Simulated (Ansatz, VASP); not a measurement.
One calculation of Si2W, two programs

```
CELL_PARAMETERS angstrom
-1.55019 1.55019 4.26752
1.55019 -1.55019 4.26752
1.55019 1.55019 -4.26752
ATOMIC_POSITIONS crystal
Si 0.36635 0.36635 0.00000
Si 0.63365 0.63365 0.00000
W 0.00000 0.00000 0.00000
```

Alike in both runs: task single point; functional PBE; k mesh 18 × 18 × 18; occupations gaussian, width 0.15 eV; no spin polarisation.

```csv
,VASP,Ansatz
version,VASP 6.6.1,Ansatz 0.2.0
potentials or method,"VASP PAW PBE potentials, release 64 (Si, W_sv), cutoff 520 eV","scalar-relativistic, plane waves, PAW"
valence electrons in the cell,22,22
```

Ansatz gave:

```
gap on the k mesh at the Fermi level (eV)                     : none
pressure (GPa)                                                : 22.0
traceless stress, the component that is largest in VASP (GPa) : -12.37
rms of the force components (eV/Å)                            : 2.413
```

Q: Estimate VASP's values.

A: gap on the k mesh at the Fermi level (eV): none; pressure (GPa): 22.1; traceless stress, the component that is largest in VASP (GPa): -12.59; rms of the force components (eV/Å): 2.407.

Atom by atom the forces differ by 0.006 eV/Å (rms over components). A gap of «none» marks a metal or a gap that the smearing closes. The functional is the same, so the differences come from potentials, cutoffs and numerics.

Spin-orbit coupling is off throughout.
